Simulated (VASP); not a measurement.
Wanted: the native input for a VASP 6.6.1 run.

```
Task                   : relaxation of cell and atoms
Functional             : PBE
Potentials or basis    : VASP PAW PBE potentials, release 64 (Na_pv)
Cutoff                 : 600 eV
k mesh                 : 18 × 18 × 4
Occupations            : gaussian, width 0.1 eV
Spin                   : no spin polarisation
Target pressure        : 15 GPa
Dipole correction      : no
Further INCAR settings : ALGO = Fast; EDIFF = 1e-06; IBRION = 2; EDIFFG = -0.008; NSW = 70; ISIF = 3
```

The structure of Na lies in POSCAR:

```
Na
1.0
    3.1402680526      0.0000000000      0.0000000000
   -1.5701340263      2.7195519082      0.0000000000
    0.0000000000      0.0000000000     10.2169903212
Na
4
Direct
    0.0000000000      0.0000000000      0.0000000000
    0.3333333333      0.6666666667      0.2500000000
    0.0000000000      0.0000000000      0.5000000000
    0.6666666667      0.3333333333      0.7500000000
```

This isn't the form of Na at room conditions, which is bcc.

One way to write it, as run:

INCAR

```
  ALGO = Fast
  EDIFF = 1E-6
  EDIFFG = -0.008
  ENCUT = 600
  GGA = PE
  IBRION = 2
  ISIF = 3
  ISMEAR = 0
  LASPH = True
  LCHARG = False
  LREAL = False
  LWAVE = False
  NELM = 100
  NSW = 70
  PREC = Accurate
  PSTRESS = 150.0
  SIGMA = 0.1
```

KPOINTS

```
k-points
0
Gamma
  18 18 4
```

Potentials or basis: VASP PAW PBE potentials, release 64 (Na_pv).

Command:

```sh
$ cat potpaw_PBE.64/Na_pv/POTCAR > POTCAR
$ mpirun -np 1 vasp_std > vasp.out
```

It gave:

- Relaxed volume: 20.00 Å³/atom
- Relaxed cell: a = 3.036 Å, b = 3.036 Å, c = 10.023 Å, α = 90.00°, β = 90.00°, γ = 120.00°
- Space group after relaxing (to 0.1 Å): P6_3/mmc (No. 194)
- Energy change on relaxing (the run minimises the enthalpy): +146.1 meV/atom
- Ionic steps: 8
- Pressure after relaxing: 15.0 GPa
- Band gap on the k mesh: zero (bands 14 and 15 overlap by 5.19 eV)

Caveat: the cell is relaxed towards a set pressure, so the run minimises the enthalpy, not the energy.

Run time: 6.1 min on 1 thread of Intel(R) Xeon(R) 6975P-C (Granite Rapids), with other jobs on the host, peak memory 0.34 GiB.
